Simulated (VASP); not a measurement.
# VCrC2 (P6/mmm) in VASP: further runs, part 2 of 2

VASP 6.6.1. The steps go on from the part before.

### 3 Single point, PBE, collinear spin, ferrimagnetic start

This run uses another cell than the first one, of 14.36 Å³/atom, 1.074 times its volume.

File INCAR:

```
ALGO = Normal
EDIFF = 1E-6
ENCUT = 520
GGA = PE
ISIF = 2
ISMEAR = 0
ISPIN = 2
LASPH = True
LCHARG = True
LELF = True
LMAXMIX = 4
LORBIT = 11
LREAL = False
LVHAR = True
LWAVE = False
MAGMOM = 2 -3 0 0
NBANDS = 28
NELM = 150
PREC = Accurate
SIGMA = 0.1
```

File KPOINTS:

```
k-points
0
Gamma
  6 6 4
```

File POSCAR:

```
VCrC2
1.0
    3.5530579628      0.0000000028      0.0000000000
   -1.7765289838      3.0770384555      0.0000000000
    0.0000000000      0.0000000000      5.2555227551
V Cr C
1 1 2
Direct
    0.0000000000      0.0000000000      0.0000000000
    0.0000000000      0.0000000000      0.5000000000
    0.3333333333      0.6666666667      0.0000000000
    0.6666666667      0.3333333333      0.0000000000
```

Potentials or basis: VASP PAW PBE potentials, release 64 (V_sv, Cr_pv, C).

Launch:

```
cat potpaw_PBE.64/V_sv/POTCAR potpaw_PBE.64/Cr_pv/POTCAR potpaw_PBE.64/C/POTCAR > POTCAR
mpirun -np 1 vasp_std > vasp.out
```

OUTCAR:

```text
EDIFF = 1E-6
   ENCUT = 520
   GGA = PE
   ISIF = 2
   ISMEAR = 0
   ISPIN = 2
   LASPH = True
   LORBIT = 11
   LREAL = False
   NELM = 150
   PREC = Accurate

 ion  position               nearest neighbor table
   1  0.000  0.000  0.000-   3 2.05   4 2.05   3 2.05   4 2.05   4 2.05   3 2.05   2 2.63   2 2.63

   2  0.000  0.000  0.500-   1 2.63   1 2.63
   3  0.333  0.667  0.000-   1 2.05   4 2.05   4 2.05   1 2.05   1 2.05   4 2.05
   4  0.667  0.333  0.000-   1 2.05   3 2.05   3 2.05   1 2.05   1 2.05   3 2.05

  LATTYP: Found a hexagonal cell.
 ALAT       =     3.5530579628
 C/A-ratio  =     1.4791548042

  Lattice vectors:

 A1 = (   3.5530579628,   0.0000000028,   0.0000000000)
 A2 = (  -1.7765289838,   3.0770384555,   0.0000000000)
 A3 = (   0.0000000000,   0.0000000000,   5.2555227551)

Analysis of symmetry for initial positions (statically):
=====================================================================
 Subroutine PRICEL returns:
 Original cell was already a primitive cell.

 Routine SETGRP: Setting up the symmetry group for a
 hexagonal supercell.

 Subroutine GETGRP returns: Found 24 space group operations
 (whereof 24 operations were pure point group operations)
 out of a pool of 24 trial point group operations.

The static configuration has the point symmetry D_6h.

Analysis of symmetry for dynamics (positions and initial velocities):
=====================================================================
 Subroutine PRICEL returns:
 Original cell was already a primitive cell.

 Routine SETGRP: Setting up the symmetry group for a
 hexagonal supercell.

 Subroutine GETGRP returns: Found 24 space group operations
 (whereof 24 operations were pure point group operations)
 out of a pool of 24 trial point group operations.

The dynamic configuration has the point symmetry D_6h.

Analysis of structural, dynamic, and magnetic symmetry:
=====================================================================
 Subroutine PRICEL returns:
 Original cell was already a primitive cell.

 Routine SETGRP: Setting up the symmetry group for a
 hexagonal supercell.

 Subroutine GETGRP returns: Found 24 space group operations
 (whereof 24 operations were pure point group operations)
 out of a pool of 24 trial point group operations.

The overall configuration has the point symmetry D_6h.

 Subroutine INISYM returns: Found 24 space group operations
 (whereof 24 operations are pure point group operations),
 and found     1 'primitive' translations

----------------------------------------------------------------------------------------

                                     Primitive cell

  volume of cell :      57.4581

  direct lattice vectors                    reciprocal lattice vectors
     3.553057963  0.000000003  0.000000000     0.281447702  0.162493907  0.000000000
    -1.776528984  3.077038455  0.000000000    -0.000000000  0.324987813  0.000000000
[... 78 lines left out ...]
   ICHARG =      2    charge: 1-file 2-atom 10-const
   ISPIN  =      2    spin polarized calculation?
   LNONCOLLINEAR =      F non collinear calculations
   LSORBIT =      F    spin-orbit coupling
   LASPH  =      T    aspherical Exc in radial PAW
   ENCUT  =  520.0 eV  38.22 Ry    6.18 a.u.   6.61  6.61  9.77*2*pi/ulx,y,z
   NELM   =    150;   NELMIN=  2; NELMDL= -5     # of ELM steps
   EDIFF  = 0.1E-05   stopping-criterion for ELM
   LREAL  =      F    real-space projection
   EDIFFG = 0.1E-04   stopping-criterion for IOM
   NSW    =      0    number of steps for IOM
   IBRION =     -1    ionic relax: 0-MD 1-quasi-New 2-CG
   NFREE  =      0    steps in history (QN), initial steepest desc. (CG)
   ISIF   =      2    stress and relaxation
   ISYM   =      2    0-nonsym 1-usesym 2-fastsym
   POTIM  = 0.5000    time-step for ionic-motion
   TEBEG  =    0.0;   TEEND  =   0.0 temperature during run
   PSTRESS=    0.0 pullay stress
   NELECT =      33.0000    total number of electrons
   NUPDOWN=      -1.0000    fix difference up-down
   EMIN   =  10.00;   EMAX   =-10.00  energy-range for DOS
   EFERMI =   0.00;   METHOD = LEGACY
   ISMEAR =     0;   SIGMA  =   0.10  broadening in eV -4-tet -1-fermi 0-gaus
   EFERMI_NEDOS =   21; number of points for ismear=-14 and -15
   IALGO  =     38    algorithm
   IMIX   =      4    mixing-type and parameters
     AMIX     =   0.40;   BMIX     =  1.00
     AMIX_MAG =   1.60;   BMIX_MAG =  1.00
  volume/ion in A,a.u.               =      14.36        96.94
  Fermi-wavevector in a.u.,A,eV,Ry     =   1.360805  2.571548 25.195121  1.851789
  Thomas-Fermi vector in A             =   2.487435
   LORBIT       =     11    0 simple, 1 ext, 2 COOP (PROOUT), +10 PAW based schemes
   GGA     = PE    functional components
   LHFCALC =     F    Hartree Fock is set to
   AEXX    =    0.0000 exact exchange contribution
   IVDW    =     0    specifies the selected vdW correction
   LEPSILON=     F    determine dielectric tensor
   LRPA    =     F    only Hartree local field effects (RPA)
 spin polarized calculation
 Gauss-broadening in eV      SIGMA  =   0.10
  energy-cutoff  :      520.00
  volume of cell :       57.46
 maximum number of plane-waves:      1580
 NGX is ok and might be reduce to    28
   NGX = 13   NGY = 13   NGZ = 19

 number of electron      33.0000021 magnetization       0.0052261

 number of electron      33.0000021 magnetization      -0.0008016

 Free energy of the ion-electron system (eV)
  ---------------------------------------------------
  ext. energy  EPLUGINS =         0.00000000
  ---------------------------------------------------
  free energy    TOTEN  =       -26.70130951 eV

  energy without entropy =      -26.64921774  energy(sigma->0) =      -26.67526363

 E-fermi :   5.2129     XC(G=0): -10.7076

 val. band max:        5.2001374318   @ k =   0.3333   0.1667   0.5000
 cond. band min:       5.2194689512   @ k =   0.1667   0.0000   0.2500
 fundamental gap:      0.0193315194
 Fermi energy:         5.2129400555

 spin component 1

 k-point     1 :       0.0000    0.0000    0.0000
  band No.  band energies     occupation
      1     -58.6208      1.00000
      2     -37.7401      1.00000
      3     -37.7401      1.00000
      4     -37.6312      1.00000
      5     -32.6442      1.00000
      6     -32.4574      1.00000
[... 640 lines left out ...]
     27      11.0636      0.00000
     28      12.8970      0.00000
 Fermi energy:         5.2129400555

 spin component 2

 k-point     1 :       0.0000    0.0000    0.0000
  band No.  band energies     occupation
      1     -58.6212      1.00000
      2     -37.7407      1.00000
      3     -37.7407      1.00000
      4     -37.6307      1.00000
      5     -32.6447      1.00000
      6     -32.4578      1.00000
[... 640 lines left out ...]
     27      11.0634      0.00000
     28      11.5834      0.00000

------------------------ aborting loop because EDIFF is reached ----------------------------------------

  FORCE on cell =-STRESS in cart. coord.  units (eV):
  Direction    XX          YY          ZZ          XY          YZ          ZX
  --------------------------------------------------------------------------------------
  -------------------------------------------------------------------------------------
  Total       -1.3263402     -1.3263402     -6.1408371     -0.0000000     -0.0000000      0.0000000
  in kB      -36.9840437    -36.9840437   -171.2328252     -0.0000000     -0.0000000      0.0000000
  external PRESSURE =     -81.7336376 kB  Pullay stress =       0.0000000 kB

 VOLUME and BASIS-vectors are now :
 -----------------------------------------------------------------------------
  energy-cutoff  :      520.00
  volume of cell :       57.46
      direct lattice vectors                 reciprocal lattice vectors
     3.553057963  0.000000003  0.000000000     0.281447702  0.162493907  0.000000000
    -1.776528984  3.077038455  0.000000000    -0.000000000  0.324987813  0.000000000
     0.000000000  0.000000000  5.255522755     0.000000000  0.000000000  0.190276029

 POSITION                                       TOTAL-FORCE (eV/Angst)
 -----------------------------------------------------------------------------------
      0.00000      0.00000      0.00000        -0.000000      0.000000      0.000000
      0.00000      0.00000      2.62776        -0.000000      0.000000      0.000000
     -0.00000      2.05136      0.00000         0.000000     -0.000000      0.000000
      1.77653      1.02568      0.00000        -0.000000      0.000000      0.000000
 -----------------------------------------------------------------------------------
    total drift:                               -0.000000      0.000000      0.000000

  FREE ENERGIE OF THE ION-ELECTRON SYSTEM (eV)
  ---------------------------------------------------
  free  energy   TOTEN  =       -26.7013095060 eV

  energy  without entropy=      -26.6492177448  energy(sigma->0) =      -26.67526363

 total charge

# of ion       s       p       d       tot
------------------------------------------
    1        2.328   6.279   3.279  11.886
    2        0.279   6.056   4.074  10.409
    3        0.962   1.267   0.000   2.229
    4        0.962   1.267   0.000   2.229
--------------------------------------------------
tot          4.532  14.868   7.353  26.752

 magnetization (x)

# of ion       s       p       d       tot
------------------------------------------
    1       -0.000  -0.000  -0.000  -0.000
    2       -0.000  -0.000  -0.001  -0.001
    3       -0.000  -0.000   0.000  -0.000
    4       -0.000  -0.000   0.000  -0.000
--------------------------------------------------
tot         -0.000  -0.000  -0.001  -0.001
```

Wall time 3.1 min (1 thread of Intel Xeon 6975P-C, shared host); peak memory 0.23 GiB.

What came out:

| Property | Result |
| --- | --- |
| Free energy | -26.7013 eV |
| Pressure | -8.2 GPa |
| Net moment | 0.00 μB per cell |
| Valence electrons inside the program's atomic spheres | V 11.89; Cr 10.41; C 2.23 |

Caveat: the starting moments collapsed, and a magnetic state may lie lower.

### 4 Relaxation of cell and atoms, PBE, collinear spin, ferrimagnetic start

File INCAR:

```
SYSTEM = VCrC2
ALGO = Normal ; EDIFF = 1E-6
EDIFFG = -0.04 ; ENCUT = 600
GGA = PE ; IBRION = 2
ISIF = 3 ; ISMEAR = 0
ISPIN = 2 ; LASPH = .True.
LCHARG = .False. ; LMAXMIX = 4
LORBIT = 11 ; LREAL = .False.
LWAVE = .False. ; MAGMOM = 2 -3 0 0
NELM = 150 ; NSW = 90
PREC = Accurate ; SIGMA = 0.1
```

File KPOINTS:

```
k-points
0
Gamma
  6 6 4
  0 0 0
```

File POSCAR:

```
VCrC2
1.0
    3.6586133300      0.0000000000      0.0000000000
   -1.8293066700      3.1684520900      0.0000000000
    0.0000000000      0.0000000000      4.6132974900
V Cr C
1 1 2
Direct
    0.0000000000      0.0000000000      0.0000000000
    0.0000000000      0.0000000000      0.5000000000
    0.3333333300      0.6666666700      0.0000000000
    0.6666666700      0.3333333300      0.0000000000
```

Potentials or basis: VASP PAW PBE potentials, release 64 (V_sv, Cr_pv, C).

Launch:

```
cat potpaw_PBE.64/V_sv/POTCAR potpaw_PBE.64/Cr_pv/POTCAR potpaw_PBE.64/C/POTCAR > POTCAR
mpirun -np 1 vasp_std > vasp.out
```

OUTCAR:

```text
SYSTEM = VCrC2
   EDIFF = 1E-6
   EDIFFG = -0.04
   ENCUT = 600
   GGA = PE
   IBRION = 2
   ISIF = 3
   ISMEAR = 0
   ISPIN = 2
   LASPH = .True.
   LORBIT = 11
   LREAL = .False.
   NELM = 150
   NSW = 90
   PREC = Accurate

 ion  position               nearest neighbor table
   1  0.000  0.000  0.000-   3 2.11   4 2.11   4 2.11   3 2.11   4 2.11   3 2.11   2 2.31   2 2.31

   2  0.000  0.000  0.500-   1 2.31   1 2.31
   3  0.333  0.667  0.000-   1 2.11   1 2.11   1 2.11
   4  0.667  0.333  0.000-   1 2.11   1 2.11   1 2.11

  LATTYP: Found a hexagonal cell.
 ALAT       =     3.6586133300
 C/A-ratio  =     1.2609415300

  Lattice vectors:

 A1 = (   3.6586133300,   0.0000000000,   0.0000000000)
 A2 = (  -1.8293066700,   3.1684520900,   0.0000000000)
 A3 = (   0.0000000000,   0.0000000000,   4.6132974900)

Analysis of symmetry for initial positions (statically):
=====================================================================
 Subroutine PRICEL returns:
 Original cell was already a primitive cell.

 Routine SETGRP: Setting up the symmetry group for a
 hexagonal supercell.

 Subroutine GETGRP returns: Found 24 space group operations
 (whereof 24 operations were pure point group operations)
 out of a pool of 24 trial point group operations.

The static configuration has the point symmetry D_6h.

[... 185 lines left out ...]
  in kB      -51.9716430    -51.9716431     68.4694679      0.0000001      0.0000000      0.0000000
  external PRESSURE =     -11.8246061 kB  Pullay stress =       0.0000000 kB
[... 291 lines left out ...]
--------------------------------------- Ionic step        9  -------------------------------------------

 number of electron      33.0000007 magnetization      -4.0870968

 Free energy of the ion-electron system (eV)
  ---------------------------------------------------
  ext. energy  EPLUGINS =         0.00000000
  ---------------------------------------------------
  free energy    TOTEN  =       -28.42396762 eV

  energy without entropy =      -28.40155530  energy(sigma->0) =      -28.41276146

 E-fermi :   5.4627     XC(G=0): -10.5527

 val. band max:        5.4578899741   @ k =   0.1667   0.1667   0.0000
 cond. band min:       5.4631721130   @ k =   0.1667   0.1667   0.5000
 fundamental gap:      0.0052821389
 Fermi energy:         5.4626828008

 spin component 1

 k-point     1 :       0.0000    0.0000    0.0000
  band No.  band energies     occupation
      1     -58.4911      1.00000
      2     -34.8094      1.00000
      3     -34.5379      1.00000
      4     -34.5379      1.00000
      5     -32.5514      1.00000
      6     -32.3069      1.00000
[... 493 lines left out ...]
     20       7.5868      0.00000
     21       8.7868      0.00000
 Fermi energy:         5.4626828008

 spin component 2

 k-point     1 :       0.0000    0.0000    0.0000
  band No.  band energies     occupation
      1     -58.2559      1.00000
      2     -38.5415      1.00000
      3     -38.5066      1.00000
      4     -38.5066      1.00000
      5     -32.2474      1.00000
      6     -32.1169      1.00000
[... 524 lines left out ...]
  FREE ENERGIE OF THE ION-ELECTRON SYSTEM (eV)
  ---------------------------------------------------
  free  energy   TOTEN  =       -28.4239676192 eV

  energy  without entropy=      -28.4015552973  energy(sigma->0) =      -28.41276146

 reached required accuracy - stopping structural energy minimisation

 total charge

# of ion       s       p       d       tot
------------------------------------------
    1        2.340   6.271   3.283  11.894
    2        0.252   6.072   4.144  10.468
    3        0.951   1.288   0.000   2.239
    4        0.951   1.288   0.000   2.239
--------------------------------------------------
tot          4.494  14.919   7.427  26.840

 magnetization (x)

# of ion       s       p       d       tot
------------------------------------------
    1        0.020  -0.002   0.240   0.258
    2       -0.062  -0.020  -3.847  -3.929
    3        0.005   0.030   0.000   0.035
    4        0.005   0.030   0.000   0.035
--------------------------------------------------
tot         -0.032   0.037  -3.607  -3.601
```

CONTCAR:

```text
VCrC2
   1.00000000000000
     3.5536924806702630    0.0000000001771892    0.0000000000000000
    -1.7768462450382922    3.0775879686813994    0.0000000000000000
     0.0000000000000000    0.0000000000000000    5.2592837610149230
  V               Cr              C
     1     1     2
Direct
     0.0000000000000000    0.0000000000000000    0.0000000000000000
     0.0000000000000000    0.0000000000000000    0.5000000000000000
     0.3333333300000021    0.6666666699999979    1.0000000000000000
     0.6666666699999979    0.3333333300000021    0.0000000000000000

  0.00000000E+00  0.00000000E+00  0.00000000E+00
  0.00000000E+00  0.00000000E+00  0.00000000E+00
  0.00000000E+00  0.00000000E+00  0.00000000E+00
  0.00000000E+00  0.00000000E+00  0.00000000E+00
```

Wall time 10 min (1 thread of Intel Xeon 6975P-C, shared host); peak memory 0.25 GiB.

What came out:

```yaml
Free_energy: -28.4240 eV
Relaxed_volume: 14.38 Å³/atom
Relaxed_cell: a = 3.554 Å, b = 3.554 Å, c = 5.259 Å, α = 90.00°, β = 90.00°, γ = 120.00°
Space_group_after_relaxing_to_0.05_Å: P6/mmm (No. 191)
Energy_gained_by_relaxing: 42.0 meV/atom
Ionic_steps: 9
Pressure_after_relaxing: 0.1 GPa
Net_moment: -4.09 μB per cell
Site_moments: V +0.26; Cr -3.93; C +0.04 μB
Valence_electrons_inside_the_program's_atomic_spheres: V 11.89; Cr 10.47; C 2.24
```

Stress tensor (GPa, compression positive):
```
 0.14  0.00  0.00
 0.00  0.14  0.00
 0.00  0.00 -0.07
```

The path:
```csv
step,energy change (eV),largest force (eV/Å),pressure (GPa),volume (Å³)
1,0.0000,0.0000,-1.18,53.48
2,-0.0747,0.0000,2.74,52.68
3,-0.0779,0.0000,4.74,52.35
4,-0.1434,0.0000,2.29,54.76
5,-0.1626,0.0000,0.61,56.43
6,-0.1486,0.0000,-2.66,59.79
7,-0.1667,0.0000,-0.37,57.40
8,-0.1668,0.0000,-0.54,57.59
9,-0.1679,0.0000,0.07,57.52
```

Final structure:
```xyz
4
Lattice="3.5537 0.0000 0.0000 -1.7768 3.0776 0.0000 0.0000 0.0000 5.2593" Properties=species:S:1:pos:R:3 pbc="T T T"
V     0.0000    0.0000    0.0000
Cr    0.0000    0.0000    2.6296
C     0.0000    2.0517    5.2593
C     1.7768    1.0259    0.0000
```
